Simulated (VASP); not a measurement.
Here is a VASP 6.6.1 calculation.

The input INCAR:

```
SYSTEM = LiW6S
  PREC = Accurate
  ENCUT = 600
  EDIFF = 1E-7
  ISMEAR = 0
  SIGMA = 0.1
  LREAL = .FALSE.
  LASPH = .TRUE.
  NELM = 100
  ALGO = Normal
  ISIF = 3
  LWAVE = .FALSE.
  LCHARG = .FALSE.
  GGA = PE
  IBRION = 2
  NSW = 100
  EDIFFG = -0.01
```

File KPOINTS:

```
regular mesh
0
G
  8 8 8
  0 0 0
```

POSCAR

```
LiW6S
1.0
    5.1721086215      0.0000000000      0.0000000000
    0.0000000000      5.1721086215      0.0000000000
    0.0000000000      0.0000000000      5.1721086215
Li W S
1 6 1
Direct
    0.5000000000      0.5000000000      0.5000000000
    0.0000000000      0.5000000000      0.5000000000
    0.5000000000      0.0000000000      0.5000000000
    0.5000000000      0.5000000000      0.0000000000
    0.5000000000      0.0000000000      0.0000000000
    0.0000000000      0.5000000000      0.0000000000
    0.0000000000      0.0000000000      0.5000000000
    0.0000000000      0.0000000000      0.0000000000
```

Potentials or basis: VASP PAW PBE potentials, release 64 (Li_sv, W_sv, S).

Run with:

```console
$ cat potpaw_PBE.64/Li_sv/POTCAR potpaw_PBE.64/W_sv/POTCAR potpaw_PBE.64/S/POTCAR > POTCAR
$ mpirun -np 1 vasp_std > vasp.out
```

**Question.** What does it give for the relaxed cell?

**Answer.** a = 5.165 Å, b = 5.165 Å, c = 5.165 Å, α = 90.00°, β = 90.00°, γ = 90.00°.

**Question.** What does it give for the space group after relaxing (to 0.05 Å)?

**Answer.** Pm-3m (No. 221).

Step by step:
```csv
step,energy change (eV),largest force (eV/Å),pressure (GPa),volume (Å³)
1,0.0000,0.0000,-0.77,138.36
2,0.0032,0.0000,1.41,136.71
3,-0.0014,0.0000,0.00,137.77
```

Caveat: the cutoff is under 1.25 times the usual one of these potentials, so pressure, stress and relaxed cells hold a basis-set (Pulay) error.
